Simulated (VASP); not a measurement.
**BaHf2O5: relaxation of shape and atoms at fixed volume with PBE**

Crystal: BaHf2O5.

```
CELL_PARAMETERS angstrom
2.06267 -6.51145 0.00000
2.06267 6.51145 0.00000
0.00000 0.00000 4.03384
ATOMIC_POSITIONS crystal
Ba 0.50000 0.50000 0.00000
Hf 0.84244 0.15756 0.50000
Hf 0.15756 0.84244 0.50000
O 0.85983 0.14017 0.00000
O 0.14017 0.85983 0.00000
O 0.00000 0.00000 0.50000
O 0.32283 0.67717 0.50000
O 0.67717 0.32283 0.50000
```

```json
{
 "Program": "VASP 6.6.1",
 "Task": "relaxation of shape and atoms at fixed volume",
 "Functional": "PBE",
 "Potentials or basis": "VASP PAW PBE potentials, release 64 (Ba_sv, Hf_pv, O)",
 "Cutoff": "600 eV",
 "k mesh": "6 × 6 × 6",
 "Occupations": "gaussian, width 0.02 eV",
 "Spin": "no spin polarisation",
 "Dipole correction": "no",
 "Further INCAR settings": "ALGO = Normal; EDIFF = 1e-07; IBRION = 2; EDIFFG = -0.01; NSW = 50; ISIF = 4"
}
```

```
Energy gained by relaxing    : 0.8 meV/atom
Ionic steps                  : 7
Pressure after relaxing      : 10.0 GPa
Largest force after relaxing : 0.007 eV/Å
Band gap on the k mesh       : 3.16 eV (least direct gap 3.41 eV)
```

Forces in eV/Å, atoms in the order of the input:
```
Ba   0.000  0.000  0.000
Hf   0.000  0.002  0.000
Hf   0.000 -0.002  0.000
O    0.000 -0.003  0.000
O    0.000  0.003  0.000
O    0.000  0.000  0.000
O    0.000 -0.007  0.000
O    0.000  0.007  0.000
```

The path:
```tsv
step	energy change (eV)	largest force (eV/Å)	pressure (GPa)	volume (Å³)
1	0.0000	0.1241	10.34	108.36
2	-0.0028	0.1115	10.25	108.36
3	-0.0038	0.1355	10.16	108.36
4	-0.0056	0.0548	10.10	108.36
5	-0.0061	0.0508	10.06	108.36
6	-0.0065	0.0173	9.95	108.36
7	-0.0066	0.0066	9.98	108.36
```

Final structure:
```cif
data_structure
_symmetry_space_group_name_H-M 'P 1'
_symmetry_Int_Tables_number 1
_cell_length_a 6.8017
_cell_length_b 6.8017
_cell_length_c 4.0369
_cell_angle_alpha 90.000
_cell_angle_beta 90.000
_cell_angle_gamma 144.535
_cell_volume 108.36
loop_
_atom_site_label
_atom_site_type_symbol
_atom_site_fract_x
_atom_site_fract_y
_atom_site_fract_z
_atom_site_occupancy
Ba1 Ba 0.50000 0.50000 0.00000 1
Hf1 Hf 0.84177 0.15823 0.50000 1
Hf2 Hf 0.15823 0.84177 0.50000 1
O1 O 0.85751 0.14249 0.00000 1
O2 O 0.14249 0.85751 0.00000 1
O3 O 0.00000 0.00000 0.50000 1
O4 O 0.32409 0.67591 0.50000 1
O5 O 0.67591 0.32409 0.50000 1
```

Levels at points of the mesh, in eV from the valence-band top:
```csv
k point,band 26,band 27,band 28,band 29,band 30,band 31,band 32,band 33,band 34,band 35
"(0.00, 0.00, 0.00)",-1.49,-0.67,-0.50,-0.40,-0.15,3.26,3.57,4.06,4.24,5.31
"(0.50, 0.00, 0.00)",-1.07,-0.97,-0.74,-0.56,-0.29,4.87,5.32,5.41,5.96,5.97
"(0.50, 0.50, 0.00)",-1.02,-0.98,-0.95,-0.76,-0.17,3.28,3.96,4.49,4.52,4.53
"(0.00, 0.00, 0.50)",-1.69,-1.67,-1.50,-1.19,-0.17,3.32,5.59,6.05,6.47,6.60
"(0.50, 0.00, 0.50)",-1.87,-1.39,-0.36,-0.33,-0.02,4.61,6.13,6.51,6.59,6.99
"(0.50, 0.50, 0.50)",-2.10,-1.91,-1.71,-0.86,0.00,4.50,5.21,6.05,6.19,6.30
```

Wall time 40 min on 1 thread of Intel Xeon 8259CL (shared host), peak memory 0.48 GiB.

Caveat: spin-orbit coupling is left out, which moves the levels of the heavy elements. A k mesh can miss the band edges.
